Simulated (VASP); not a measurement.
## Cu: single point with PBEsol

Crystal: Cu.

```xyz
2
Lattice="2.1292 0.0000 0.0000 -1.0646 1.8440 0.0000 0.0000 0.0000 3.4876" Properties=species:S:1:pos:R:3 pbc="T T T"
Cu    0.0000    1.2293    0.8719
Cu    1.0646    0.6147    2.6157
```

```
Program             : VASP 6.6.1
Task                : single point
Functional          : PBEsol
Potentials or basis : VASP PAW PBE potentials, release 64 (Cu)
Cutoff              : 520 eV
k mesh              : 20 × 20 × 11
Occupations         : fermi-dirac, width 0.08 eV
Spin                : no spin polarisation
```

```
Pressure               : 293.0 GPa
Band gap on the k mesh : zero (band 11 reaches 22.16 eV, above the bottom of band 12 at 13.65 eV)
```

Levels at points of the mesh, in eV from the Fermi level:
| k point | band 9 | band 10 | band 11 | band 12 | band 13 | band 14 |
| --- | --- | --- | --- | --- | --- | --- |
| (0.00, 0.00, 0.00) | -4.41 | -3.13 | -2.72 | -2.72 | 7.27 | 25.12 |
| (0.50, 0.00, 0.00) | -2.37 | -2.24 | -0.02 | 2.93 | 10.79 | 12.06 |

Run time: 78 s on 1 thread of AMD EPYC 7R13, with other jobs on the host, peak memory 0.13 GiB.

Caveat: the PAW data sets were made with another functional, which shifts forces and pressure a little.
